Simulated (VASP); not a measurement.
Crystal: Sn3Se.

```
Sn Se
1.0
     4.71005    0.00000    0.00000
     0.00000    4.71005    0.00000
     0.00000    0.00000    4.71005
Sn Se
3 1
Direct
  0.50000 0.50000 0.00000
  0.50000 0.00000 0.50000
  0.00000 0.50000 0.50000
  0.00000 0.00000 0.00000
```

Base run:

- Program: VASP 6.6.1
- Functional: PBEsol
- Potentials or basis: VASP PAW PBE potentials, release 64 (Sn_d, Se)
- Cutoff: 520 eV
- k mesh: 6 × 6 × 6
- Occupations: fermi-dirac, width 0.05 eV
- Spin: no spin polarisation

Its results: band gap on the k mesh zero (band 24 reaches 9.36 eV, above the bottom of band 25 at 7.00 eV); pressure -1.7 GPa.

Q: After a change of settings the same cell gave: band gap on the k mesh zero (band 24 reaches 9.27 eV, above the bottom of band 25 at 6.94 eV); pressure -3.0 GPa. Which change was it?
A. functional from PBEsol to LDA; potentials or basis from VASP PAW PBE potentials, release 64 (Sn_d, Se) to VASP PAW LDA potentials, release 64 (Sn_d, Se)
B. functional from PBEsol to r2SCAN
C. functional from PBEsol to PBE; further incar settings from ALGO = Normal; EDIFF = 1e-06; NBANDS = 32 to ALGO = Normal; EDIFF = 1e-07; NBANDS = 32

A: A.

Caveats: spin-orbit coupling is left out, which moves the levels of the heavy elements; the PAW data sets were made with another functional, which shifts forces and pressure a little (some runs).
